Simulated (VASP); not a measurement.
The system is RbBr.

```
CELL_PARAMETERS angstrom
4.12793 0.00000 0.00000
0.00000 4.12793 0.00000
0.00000 0.00000 4.12793
ATOMIC_POSITIONS crystal
Rb 0.00000 0.00000 0.00000
Br 0.50000 0.50000 0.50000
```

Base run:

```yaml
Program: VASP 6.6.1
Functional: r2SCAN
Potentials_or_basis: VASP PAW PBE potentials, release 64 (Rb_sv, Br)
Cutoff: 520 eV
k_mesh: 6 × 6 × 6
Occupations: gaussian, width 0.01 eV
Spin: no spin polarisation
```

Its results: band gap on the k mesh 4.83 eV, indirect (least direct gap 4.98 eV); pressure 0.0 GPa.

The run is repeated on the same cell with these changes: functional from r2SCAN to PBE; further incar settings from ALGO = Normal; EDIFF = 1e-07; NBANDS = 15 to ALGO = Normal; EDIFF = 1e-06; NBANDS = 15. What comes out?

Band gap on the k mesh 4.08 eV, indirect (least direct gap 4.23 eV); pressure 0.8 GPa.

Caveats: the PAW data sets were made with another functional, which shifts forces and pressure a little (some runs).

A k mesh can miss the band edges.
